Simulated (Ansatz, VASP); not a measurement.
# CoSi2: VASP beside Ansatz

File INCAR:

```
SYSTEM = CoSi2
PREC = Accurate ; ENCUT = 520
EDIFF = 1E-7 ; ISMEAR = 0
SIGMA = 0.15 ; LREAL = .FALSE.
LASPH = .TRUE. ; NELM = 100
ALGO = Normal ; ISIF = 2
LWAVE = .FALSE. ; LCHARG = .TRUE.
GGA = PE ; LELF = .TRUE.
LVHAR = .TRUE. ; NBANDS = 16
```

Contents of KPOINTS:

```
Automatic mesh
0
G
  16 16 16
  0 0 0
```

The input POSCAR:

```
CoSi2
1.0
    0.0000000000      2.6799390597      2.5459421067
    2.6799390597      0.0000000000      2.5459421067
    2.6799390597      2.6799390597      0.0000000000
Co Si
1 2
Direct
    0.0000000000      0.0000000000      0.0000000000
    0.2500000000      0.2500000000      0.2500000000
    0.7500000000      0.7500000000      0.7500000000
```

Input for Ansatz:

```yaml
crystal:
  lattice:
    - [0.0, 2.6799390597, 2.5459421067]
    - [2.6799390597, 0.0, 2.5459421067]
    - [2.6799390597, 2.6799390597, 0.0]
  atoms:
    - { symbol: Co, position: [0.0, 0.0, 0.0] }
    - { symbol: Si, position: [0.25, 0.25, 0.25] }
    - { symbol: Si, position: [0.75, 0.75, 0.75] }
basis:
  ecutwfc: 420
kpoints:
  mp_grid: { grid: [16, 16, 16] }
hamiltonian:
  xc: pbe
scf:
  occupations: { method: gaussian, width: 0.15 }
output:
  forces: true
  stress: true
  eigenvalues: true
  write_density: true
  write_potential: true
  elf: true
  volumetric_format: npy
```

Change from the starting cell: strain +0.000 along x and y, -0.050 along z, atoms carried along.

Alike in both runs: task single point; functional PBE; k mesh 16 × 16 × 16; occupations gaussian, width 0.15 eV; no spin polarisation.

```csv
,VASP,Ansatz
version,VASP 6.6.1,Ansatz 0.2.0
potentials or method,"VASP PAW PBE potentials, release 64 (Co, Si), cutoff 520 eV","scalar-relativistic, plane waves, PAW"
valence electrons in the cell,17,25
```

|  | VASP | Ansatz | Ansatz less VASP |
| --- | --- | --- | --- |
| gap on the k mesh at the Fermi level (eV) | none | none | - |
| pressure (GPa) | 10.3 | 10.5 | +0.18 |
| traceless stress, the component that is largest in VASP (GPa) | 4.09 | 4.10 | +0.009 |

A gap of «none» marks a metal or a gap that the smearing closes. VASP's potentials hold 17 valence electrons a cell and Ansatz's 25, so a difference there can come from the potentials and not from the codes.
